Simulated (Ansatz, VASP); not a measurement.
One calculation of GeCN2, two programs

```
Ge N C
1.0
     1.78175    1.02869    4.88892
    -1.78175    1.02869    4.88892
     0.00000   -2.05739    4.88892
Ge N C
1 2 1
Direct
  0.00000 0.00000 0.00000
  0.58390 0.58390 0.58390
  0.41610 0.41610 0.41610
  0.50000 0.50000 0.50000
```

Alike in both runs: task single point; functional r2SCAN; k mesh 9 × 9 × 9; occupations fermi-dirac, width 0.05 eV; no spin polarisation.

```csv
,VASP,Ansatz
version,VASP 6.6.1,Ansatz 0.2.0
potentials or method,"VASP PAW PBE potentials, release 64 (Ge_d, N, C)",Ansatz PAW
plane-wave cutoff (eV),520,500
valence electrons in the cell,28,28
```

VASP gave:

| Item | Value |
| --- | --- |
| gap on the k mesh at the Fermi level (eV) | 1.16 |
| least direct gap on the mesh (eV) | 2.04 |
| pressure (GPa) | -0.3 |
| traceless stress, the component that is largest in VASP (GPa) | 1.71 |
| rms of the force components (eV/Å) | 0.126 |

Q: Estimate Ansatz's values.

A: gap on the k mesh at the Fermi level (eV): 1.15; least direct gap on the mesh (eV): 2.05; pressure (GPa): -0.6; traceless stress, the component that is largest in VASP (GPa): 0.56; rms of the force components (eV/Å): 0.033.

VASP's potentials were made for PBE, not for r2SCAN. Atom by atom the forces differ by 0.093 eV/Å (rms over components). The functional is the same, so the differences come from potentials, cutoffs and numerics.

Noted on VASP's run: the standard files for N, O and F lose accuracy on very short bonds. Noted on Ansatz's run: odd divisions of the mesh miss points on the zone boundary, where band edges often lie, so the gap on the mesh can be too wide.
